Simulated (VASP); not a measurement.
A run of VASP 6.6.1:

File INCAR:

```
PREC     = Accurate       # precision mode
ENCUT    = 600            # plane-wave cutoff, eV
EDIFF    = 1E-6           # SCF threshold, eV
ISMEAR   = 1              # smearing method
SIGMA    = 0.05           # smearing width, eV
LREAL    = F              # projectors in reciprocal space
LASPH    = T              # aspherical terms in the spheres
NELM     = 80             # most SCF steps
ALGO     = Normal         # electronic algorithm
ISIF     = 3              # what is computed and relaxed
LWAVE    = F              # write WAVECAR
LCHARG   = F              # write CHGCAR
GGA      = PS             # functional
IBRION   = 2              # ionic algorithm
NSW      = 60             # ionic steps
EDIFFG   = -0.01          # ionic threshold
PSTRESS  = 400.0
```

KPOINTS

```
Automatic mesh
0
Gamma
  7 7 7
```

The input POSCAR:

```
ScHg
1.0
    3.4800000000      0.0000000000      0.0000000000
    0.0000000000      3.4800000000      0.0000000000
    0.0000000000      0.0000000000      3.4800000000
Sc Hg
1 1
Direct
    0.0000000000      0.0000000000      0.0000000000
    0.5000000000      0.5000000000      0.5000000000
```

Potentials or basis: VASP PAW PBE potentials, release 64 (Sc_sv, Hg).

Launch:

```bash
$ cat potpaw_PBE.64/Sc_sv/POTCAR potpaw_PBE.64/Hg/POTCAR > POTCAR
$ mpirun -np 1 vasp_std > vasp.out
```

Hardware: 1 thread of AMD EPYC 9R45 (Zen 5), on a shared host.

Q: Estimate the wall time of this run.

A: It took 67 s on 1 thread of AMD EPYC 9R45 (Zen 5), with other jobs on the host, peak memory 0.15 GiB. Counts: scf iterations 93, k points 20, ion steps 17.
